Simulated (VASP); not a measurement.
Here is a VASP 6.6.1 calculation.

Contents of INCAR:

```
SYSTEM = Be3SeO2
ALGO = Normal
EDIFF = 1E-7
EDIFFG = -0.04
ENCUT = 600
GGA = PE
IBRION = 2
ISIF = 3
ISMEAR = 0
LASPH = .True.
LCHARG = .False.
LREAL = .False.
LWAVE = .False.
NELM = 100
NSW = 90
PREC = Accurate
SIGMA = 0.1
```

File KPOINTS:

```
k-points
0
Gamma
  6 6 2
  0 0 0
```

Contents of POSCAR:

```
Be3SeO2
1.0
    2.7798543100      0.0000000000      0.0000000000
    0.0000000000      2.7798543100      0.0000000000
    0.0000000000      0.0000000000      8.4163850600
Be Se O
3 1 2
Direct
    0.0000000000      0.0000000000      0.8390681100
    0.0000000000      0.0000000000      0.1609318900
    0.0000000000      0.0000000000      0.5000000000
    0.5000000000      0.5000000000      0.0000000000
    0.5000000000      0.5000000000      0.3248246900
    0.5000000000      0.5000000000      0.6751753100
```

Potentials or basis: VASP PAW PBE potentials, release 64 (Be, Se, O).

Launch:

```bash
$ cat potpaw_PBE.64/Be/POTCAR potpaw_PBE.64/Se/POTCAR potpaw_PBE.64/O/POTCAR > POTCAR
$ mpirun -np 1 vasp_std > vasp.out
```

Task: Predict the band gap on the k mesh.

Result: Zero (bands 12 and 13 overlap by 1.19 eV).

Task: Predict the space group after relaxing (to 0.1 Å).

Result: P4/mmm (No. 123).

Task: Predict the relaxed cell.

Result: a = 2.596 Å, b = 2.596 Å, c = 8.356 Å, α = 90.00°, β = 90.00°, γ = 90.00°.

Step by step:
```csv
step,energy change (eV),largest force (eV/Å),pressure (GPa),volume (Å³)
1,0.0000,2.6316,-8.43,65.04
2,-0.8564,2.0078,-3.35,59.79
3,-1.0590,1.3671,5.55,55.13
4,-1.5121,0.9414,8.17,53.65
5,-1.8835,0.5878,10.88,51.78
6,-1.4161,2.0471,29.95,48.06
7,-1.9586,0.5680,15.10,50.68
8,-2.3429,0.2724,7.47,53.36
9,-2.3979,0.2435,1.69,55.60
10,-2.4032,0.2089,2.87,55.10
11,-2.4032,0.2033,3.09,55.02
12,-2.4230,0.1119,0.91,55.90
13,-2.4261,0.1091,-0.31,56.44
14,-2.4273,0.0684,-0.11,56.39
15,-2.4280,0.0106,0.19,56.31
```

Caveat: the k points lie up to 0.40 Å⁻¹ apart in the final cell, too coarse for converged energies and pressures of a metal.
